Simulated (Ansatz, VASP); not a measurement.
One calculation of HfSi4, two programs

Contents of INCAR:

```
SYSTEM = HfSi4
ALGO = Normal
EDIFF = 1E-6
EDIFFG = -0.01
ENCUT = 600
GGA = PE
IBRION = 2
ISIF = 3
ISMEAR = 0
LASPH = .True.
LCHARG = .False.
LREAL = .False.
LWAVE = .False.
NELM = 80
NSW = 100
PREC = Accurate
SIGMA = 0.1
```

Contents of KPOINTS:

```
k-points
0
Gamma
  10 10 10
  0 0 0
```

File POSCAR:

```
HfSi4
1.0
   -2.5390905099      2.5390905099      3.9618706819
    2.5390905099     -2.5390905099      3.9618706819
    2.5390905099      2.5390905099     -3.9618706819
Hf Si
1 4
Direct
    0.0000000000      0.0000000000      0.0000000000
    0.3486556131      0.3486556131      0.0000000000
    0.6513443869      0.6513443869      0.0000000000
    0.5000000000      0.0000000000      0.5000000000
    0.0000000000      0.5000000000      0.5000000000
```

Input for Ansatz:

```yaml
crystal:
  lattice:
    - [-2.5390905099, 2.5390905099, 3.9618706819]
    - [2.5390905099, -2.5390905099, 3.9618706819]
    - [2.5390905099, 2.5390905099, -3.9618706819]
  atoms:
    - { symbol: Hf, position: [0.0, 0.0, 0.0] }
    - { symbol: Si, position: [0.3486556131, 0.3486556131, 0.0] }
    - { symbol: Si, position: [0.6513443869, 0.6513443869, 0.0] }
    - { symbol: Si, position: [0.5, 0.0, 0.5] }
    - { symbol: Si, position: [0.0, 0.5, 0.5] }
basis:
  ecutwfc: 420
kpoints:
  mp_grid: { grid: [10, 10, 10] }
hamiltonian:
  xc: pbe
scf:
  occupations: { method: gaussian, width: 0.1 }
output:
  forces: true
  stress: true
  eigenvalues: true
relax:
  adjacent_minimum: "off"
  f_tol: 0.01
  max_steps: 80
  cell: { stress_tol: 0.05 }
```

Change from the starting cell: species swapped into the PbF4 type (I4/mmm, No. 139).

Alike in both runs: task relaxation of cell and atoms; functional PBE; k mesh 10 × 10 × 10; occupations gaussian, width 0.1 eV; no spin polarisation.

```csv
,VASP,Ansatz
version,VASP 6.6.1,Ansatz 0.2.0
potentials or method,"VASP PAW PBE potentials, release 64 (Hf_pv, Si), cutoff 600 eV","scalar-relativistic, plane waves, PAW"
valence electrons in the cell,26,42
```

|  | VASP | Ansatz | Ansatz less VASP |
| --- | --- | --- | --- |
| gap on the k mesh at the Fermi level, each at its own relaxed structure (eV) | none | none | - |
| relaxed volume (Å³/atom) | 20.49 | 20.46 | -0.029 |
| relaxed cell length with the largest relative difference (Å) | 5.353 | 5.353 | +0.0004 |

A gap of «none» marks a metal or a gap that the smearing closes. VASP's potentials hold 26 valence electrons a cell and Ansatz's 42, so a difference there can come from the potentials and not from the codes.

Spin-orbit coupling is off throughout.
